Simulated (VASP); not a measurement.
# InSb (F-43m) in VASP: settings compared, part 2 of 3

VASP 6.6.1. Earlier steps stand in the parts before.

### Step 3. Relaxation of cell and atoms, LDA

INCAR reads:

```
PREC = Accurate
ENCUT = 600
EDIFF = 1E-7
ISMEAR = -1
SIGMA = 0.02
LREAL = False
LASPH = True
NELM = 100
ALGO = Normal
ISIF = 3
LWAVE = False
LCHARG = False
GGA = CA
IBRION = 2
NSW = 80
EDIFFG = -0.005
```

KPOINTS reads:

```
Automatic mesh
0
Gamma
  6 6 6
```

POSCAR reads:

```
InSb
1.0
    0.0000000000      3.3190897135      3.3190897135
    3.3190897135      0.0000000000      3.3190897135
    3.3190897135      3.3190897135      0.0000000000
In Sb
1 1
Direct
    0.0000000000      0.0000000000      0.0000000000
    0.2500000000      0.2500000000      0.2500000000
```

Potentials or basis: VASP PAW LDA potentials, release 64 (In_d, Sb).

The run is started by

```console
> cat potpaw_LDA.64/In_d/POTCAR potpaw_LDA.64/Sb/POTCAR > POTCAR
> mpirun -np 1 vasp_std > vasp.out
```

OUTCAR:

```text
PREC = Accurate
   ENCUT = 600
   EDIFF = 1E-7
   ISMEAR = -1
   LREAL = False
   LASPH = True
   NELM = 100
   ISIF = 3
   GGA = CA
   IBRION = 2
   NSW = 80
   EDIFFG = -0.005

 ion  position               nearest neighbor table
   1  0.000  0.000  0.000-   2 2.87   2 2.87   2 2.87   2 2.87
   2  0.250  0.250  0.250-   1 2.87   1 2.87   1 2.87   1 2.87

  LATTYP: Found a face centered cubic cell.
 ALAT       =     6.6381794270

  Lattice vectors:

 A1 = (   0.0000000000,   3.3190897135,   3.3190897135)
 A2 = (   3.3190897135,   0.0000000000,   3.3190897135)
 A3 = (   3.3190897135,   3.3190897135,   0.0000000000)

Analysis of symmetry for initial positions (statically):
=====================================================================
 Subroutine PRICEL returns:
 Original cell was already a primitive cell.

 Routine SETGRP: Setting up the symmetry group for a
 face centered cubic supercell.

 Subroutine GETGRP returns: Found 24 space group operations
 (whereof 24 operations were pure point group operations)
 out of a pool of 48 trial point group operations.

The static configuration has the point symmetry T_d .

Analysis of symmetry for dynamics (positions and initial velocities):
=====================================================================
 Subroutine PRICEL returns:
 Original cell was already a primitive cell.

 Routine SETGRP: Setting up the symmetry group for a
 face centered cubic supercell.

 Subroutine GETGRP returns: Found 24 space group operations
 (whereof 24 operations were pure point group operations)
 out of a pool of 48 trial point group operations.

The dynamic configuration has the point symmetry T_d .

 Subroutine INISYM returns: Found 24 space group operations
 (whereof 24 operations are pure point group operations),
 and found     1 'primitive' translations

----------------------------------------------------------------------------------------

                                     Primitive cell

  volume of cell :      73.1286

  direct lattice vectors                    reciprocal lattice vectors
     0.000000000  3.319089713  3.319089713    -0.150643714  0.150643714  0.150643714
     3.319089713  0.000000000  3.319089713     0.150643714 -0.150643714  0.150643714
     3.319089713  3.319089713  0.000000000     0.150643714  0.150643714 -0.150643714

  length of vectors
     4.693901688  4.693901688  4.693901688     0.260922566  0.260922566  0.260922566

  position of ions in fractional coordinates (direct lattice)
     0.000000000  0.000000000  0.000000000
     0.250000000  0.250000000  0.250000000

  ion indices of the primitive-cell ions
   primitive index   ion index
                 1           1
                 2           2

----------------------------------------------------------------------------------------

 KPOINTS: Automatic mesh

Automatic generation of k-mesh.
 Grid dimensions read from file:
 generate k-points for:    6    6    6

 Generating k-lattice:

  Cartesian coordinates                     Fractional coordinates (reciprocal lattice)
    -0.025107286  0.025107286  0.025107286     0.166666667  0.000000000  0.000000000
     0.025107286 -0.025107286  0.025107286     0.000000000  0.166666667  0.000000000
     0.025107286  0.025107286 -0.025107286     0.000000000  0.000000000  0.166666667

  Length of vectors
     0.043487094  0.043487094  0.043487094

  Shift w.r.t. Gamma in fractional coordinates (k-lattice)
     0.000000000  0.000000000  0.000000000

 Subroutine IBZKPT returns following result:
 ===========================================

 Found     16 irreducible k-points:

 Following reciprocal coordinates:
            Coordinates               Weight
  0.000000  0.000000  0.000000      1.000000
  0.166667  0.000000  0.000000      8.000000
  0.333333  0.000000  0.000000      8.000000
  0.500000  0.000000  0.000000      4.000000
  0.166667  0.166667  0.000000      6.000000
  0.333333  0.166667  0.000000     24.000000
[... 8 lines left out ...]
 -0.333333  0.333333  0.166667     24.000000
 -0.333333  0.500000  0.166667     12.000000
   k-points           NKPTS =     16   k-points in BZ     NKDIM =     16   number of bands    NBANDS=     13
   number of dos      NEDOS =    301   number of ions     NIONS =      2
   total plane-waves  NPLWV =  64000
   dimension x,y,z NGX =    40 NGY =   40 NGZ =   40
   dimension x,y,z NGXF=    80 NGYF=   80 NGZF=   80
   ions per type =               1   1
   NGX,Y,Z   is equivalent  to a cutoff of  14.17, 14.17, 14.17 a.u.
   NGXF,Y,Z  is equivalent  to a cutoff of  28.33, 28.33, 28.33 a.u.
 SYSTEM =  unknown system
   PREC   = accura    normal or accurate (medium, high low for compatibility)
   ISTART =      0    job   : 0-new  1-cont  2-samecut
   ICHARG =      2    charge: 1-file 2-atom 10-const
   ISPIN  =      1    spin polarized calculation?
   LNONCOLLINEAR =      F non collinear calculations
   LSORBIT =      F    spin-orbit coupling
   LASPH  =      T    aspherical Exc in radial PAW
   ENCUT  =  600.0 eV  44.10 Ry    6.64 a.u.   9.37  9.37  9.37*2*pi/ulx,y,z
   NELM   =    100;   NELMIN=  2; NELMDL= -5     # of ELM steps
   EDIFF  = 0.1E-06   stopping-criterion for ELM
   LREAL  =      F    real-space projection
   EDIFFG = -.5E-02   stopping-criterion for IOM
   NSW    =     80    number of steps for IOM
   IBRION =      2    ionic relax: 0-MD 1-quasi-New 2-CG
   NFREE  =      1    steps in history (QN), initial steepest desc. (CG)
   ISIF   =      3    stress and relaxation
   ISYM   =      2    0-nonsym 1-usesym 2-fastsym
   POTIM  = 0.5000    time-step for ionic-motion
   TEBEG  =    0.0;   TEEND  =   0.0 temperature during run
   PSTRESS=    0.0 pullay stress
   NELECT =      18.0000    total number of electrons
   NUPDOWN=      -1.0000    fix difference up-down
   EMIN   =  10.00;   EMAX   =-10.00  energy-range for DOS
   EFERMI =   0.00;   METHOD = LEGACY
   ISMEAR =    -1;   SIGMA  =   0.02  broadening in eV -4-tet -1-fermi 0-gaus
   EFERMI_NEDOS =   21; number of points for ismear=-14 and -15
   IALGO  =     38    algorithm
   IMIX   =      4    mixing-type and parameters
     AMIX     =   0.40;   BMIX     =  1.00
     AMIX_MAG =   1.60;   BMIX_MAG =  1.00
  volume/ion in A,a.u.               =      36.56       246.75
  Fermi-wavevector in a.u.,A,eV,Ry     =   1.025975  1.938811 14.321822  1.052624
  Thomas-Fermi vector in A             =   2.159843
   LORBIT       =      0    0 simple, 1 ext, 2 COOP (PROOUT), +10 PAW based schemes
   GGA     = CA    functional components
   LHFCALC =     F    Hartree Fock is set to
   AEXX    =    0.0000 exact exchange contribution
   IVDW    =     0    specifies the selected vdW correction
   LEPSILON=     F    determine dielectric tensor
   LRPA    =     F    only Hartree local field effects (RPA)
 conjugate gradient relaxation of ions
 non-spin polarized calculation
  energy-cutoff  :      600.00
  volume of cell :       73.13
 maximum number of plane-waves:      2457
 NGX is ok and might be reduce to    40
   NGX = 19   NGY = 19   NGZ = 19

--------------------------------------- Ionic step        1  -------------------------------------------

 number of electron      18.0000000 magnetization

 Free energy of the ion-electron system (eV)
  ---------------------------------------------------
  ext. energy  EPLUGINS =         0.00000000
  ---------------------------------------------------
  free energy    TOTEN  =        -8.13095815 eV

  energy without entropy =       -8.13060452  energy(sigma->0) =       -8.13078134

 E-fermi :   4.1663     XC(G=0):  -8.6905

 val. band max:        4.1523966188   @ k =   0.0000   0.0000   0.0000
 cond. band min:       4.4471226338   @ k =   0.5000   0.0000   0.0000
 fundamental gap:      0.2947260150
 Fermi energy:         4.1662594879

 k-point     1 :       0.0000    0.0000    0.0000
  band No.  band energies     occupation
      1     -10.2717      2.00000
      2     -10.2717      2.00000
      3     -10.2717      2.00000
      4     -10.2035      2.00000
      5     -10.2035      2.00000
      6      -6.1826      2.00000
      7       3.3766      2.00000
      8       4.1524      1.33333
      9       4.1524      1.33333
     10       4.1524      1.33333
     11       7.0593      0.00000
     12       7.0593      0.00000
     13       7.0593      0.00000
[... 307 lines left out ...]
  energy  without entropy=       -8.1864666191  energy(sigma->0) =       -8.18664349

--------------------------------------- Ionic step        3  -------------------------------------------

 number of electron      18.0000001 magnetization

 Free energy of the ion-electron system (eV)
  ---------------------------------------------------
  ext. energy  EPLUGINS =         0.00000000
  ---------------------------------------------------
  free energy    TOTEN  =        -8.19244269 eV

  energy without entropy =       -8.19208907  energy(sigma->0) =       -8.19226588

 E-fermi :   5.0131     XC(G=0):  -9.0297

 val. band max:        4.9992228255   @ k =   0.0000   0.0000   0.0000
 cond. band min:       5.4322600489   @ k =   0.5000   0.0000   0.0000
 fundamental gap:      0.4330372234
 Fermi energy:         5.0130857269

 k-point     1 :       0.0000    0.0000    0.0000
  band No.  band energies     occupation
      1      -9.5873      2.00000
      2      -9.5873      2.00000
      3      -9.5873      2.00000
      4      -9.4976      2.00000
      5      -9.4976      2.00000
      6      -5.8348      2.00000
      7       4.6845      2.00000
      8       4.9992      1.33333
      9       4.9992      1.33333
     10       4.9992      1.33333
     11       7.9020      0.00000
     12       7.9020      0.00000
     13       7.9020      0.00000
[... 267 lines left out ...]
  FREE ENERGIE OF THE ION-ELECTRON SYSTEM (eV)
  ---------------------------------------------------
  free  energy   TOTEN  =        -8.1924426904 eV

  energy  without entropy=       -8.1920890703  energy(sigma->0) =       -8.19226588

 reached required accuracy - stopping structural energy minimisation
```

CONTCAR:

```text
InSb
   1.00000000000000
    -0.0000000000000000    3.2292508831595712    3.2292508831595712
     3.2292508831595712    0.0000000000000000    3.2292508831595712
     3.2292508831595712    3.2292508831595712    0.0000000000000000
  In              Sb
     1     1
Direct
     0.0000000000000000    0.0000000000000000    0.0000000000000000
     0.2500000000000000    0.2500000000000000    0.2500000000000000

  0.00000000E+00  0.00000000E+00  0.00000000E+00
  0.00000000E+00  0.00000000E+00  0.00000000E+00
```

It took 38 s on 1 thread of AMD EPYC 7R13 (Zen 3), shared host; peak memory 0.17 GiB.

What came out:

```yaml
Free_energy: -8.1924 eV
Relaxed_volume: 33.67 Å³/atom
Relaxed_cell: a = 4.567 Å, b = 4.567 Å, c = 4.567 Å, α = 60.00°, β = 60.00°, γ = 60.00°
Space_group_after_relaxing_to_0.1_Å: F-43m (No. 216)
Energy_gained_by_relaxing: 30.7 meV/atom
Ionic_steps: 3
Pressure_after_relaxing: 0.0 GPa
Band_gap_on_the_k_mesh: zero (filled and empty bands touch)
```

Step by step:
| step | energy change (eV) | largest force (eV/Å) | pressure (GPa) | volume (Å³) |
| --- | --- | --- | --- | --- |
| 1 | 0.0000 | 0.0000 | -3.15 | 73.13 |
| 2 | -0.0559 | 0.0000 | 1.18 | 65.77 |
| 3 | -0.0615 | 0.0000 | 0.00 | 67.35 |

Final structure:
```yaml
crystal:
  lattice:
    - [0.00000, 3.22925, 3.22925]
    - [3.22925, 0.00000, 3.22925]
    - [3.22925, 3.22925, 0.00000]
  atoms:
    - { symbol: In, position: [0.00000, 0.00000, 0.00000] }
    - { symbol: Sb, position: [0.25000, 0.25000, 0.25000] }
```

Levels at points of the mesh, in eV from the Fermi level:
```
           k point  band 6  band 7  band 8  band 9  band 10  band 11  band 12  band 13
(0.00, 0.00, 0.00)  -10.85   -0.33   -0.01   -0.01    -0.01     2.89     2.89     2.89
(0.50, 0.00, 0.00)   -9.45   -5.74   -1.04   -1.04     0.42     3.75     3.75     5.92
(0.50, 0.50, 0.00)   -8.83   -6.04   -2.32   -2.32     1.21     1.23     8.08     8.08
```

Caveat: semilocal functionals underestimate gaps, and a narrow one can read as zero; spin-orbit coupling is left out, which moves the levels of the heavy elements.

### Step 4. Relaxation of cell and atoms, r2SCAN

POSCAR is that of step 3.

INCAR.step1 reads:

```
SYSTEM = InSb
PREC = Accurate
ENCUT = 600
ISMEAR = -1
SIGMA = 0.02
LREAL = .FALSE.
LASPH = .TRUE.
NELM = 60
GGA = PE
ALGO = Normal
EDIFF = 1E-4
LWAVE = .TRUE.
LCHARG = .FALSE.
```

INCAR.step2 reads:

```
SYSTEM = InSb
PREC = Accurate
ENCUT = 600
EDIFF = 1E-6
ISMEAR = -1
SIGMA = 0.02
LREAL = .FALSE.
LASPH = .TRUE.
NELM = 60
ALGO = Normal
ISIF = 3
LWAVE = .FALSE.
LCHARG = .FALSE.
METAGGA = R2SCAN
LMIXTAU = .TRUE.
IBRION = 2
NSW = 80
EDIFFG = -0.005
ISTART = 1
```

KPOINTS reads:

```
Automatic mesh
0
G
  6 6 6
  0 0 0
```

Potentials or basis: VASP PAW PBE potentials, release 64 (In_d, Sb).

The run is started by

```console
> cat potpaw_PBE.64/In_d/POTCAR potpaw_PBE.64/Sb/POTCAR > POTCAR
> cp INCAR.step1 INCAR
> mpirun -np 1 vasp_std > vasp.out
> cp INCAR.step2 INCAR
> mpirun -np 1 vasp_std > vasp.out
```

Run time: 3.2 min. Hardware: 1 thread of AMD EPYC 7R13 (Zen 3), shared host; peak memory 0.24 GiB.

The run converged. Its results:

| Item | Value |
| --- | --- |
| Free energy | -48.7495 eV |
| Relaxed volume | 35.28 Å³/atom |
| Relaxed cell | a = 4.638 Å, b = 4.638 Å, c = 4.638 Å, α = 60.00°, β = 60.00°, γ = 60.00° |
| Space group after relaxing (to 0.1 Å) | F-43m (No. 216) |
| Energy gained by relaxing | 5.7 meV/atom |
| Ionic steps | 3 |
| Pressure after relaxing | 0.0 GPa |
| Band gap on the k mesh | 0.01 eV |

The path:
```csv
step,energy change (eV),largest force (eV/Å),pressure (GPa),volume (Å³)
1,0.0000,0.0000,-1.40,73.13
2,-0.0103,0.0000,0.42,69.79
3,-0.0113,0.0000,0.01,70.55
```

Final structure:
```
In Sb
1.0
     0.00000    3.27965    3.27965
     3.27965    0.00000    3.27965
     3.27965    3.27965    0.00000
In Sb
1 1
Direct
  0.00000 0.00000 0.00000
  0.25000 0.25000 0.25000
```

Levels at points of the mesh, in eV from the valence-band top:
```csv
k point,band 6,band 7,band 8,band 9,band 10,band 11,band 12,band 13
"(0.00, 0.00, 0.00)",-10.88,0.00,0.00,0.00,0.01,3.22,3.22,3.22
"(0.50, 0.00, 0.00)",-9.53,-5.60,-0.99,-0.99,0.76,4.09,4.09,6.48
"(0.50, 0.50, 0.00)",-8.92,-5.91,-2.23,-2.23,1.56,1.63,8.51,8.51
```

Caveat: the smearing spreads over this small gap; semilocal functionals underestimate gaps, and a narrow one can read as zero; the PAW data sets were made with another functional, which shifts forces and pressure a little; spin-orbit coupling is left out, which moves the levels of the heavy elements.

(Part 2 of 3 ends here.)

The gap in the log of VASP goes by the Fermi energy; the results here count the filled bands.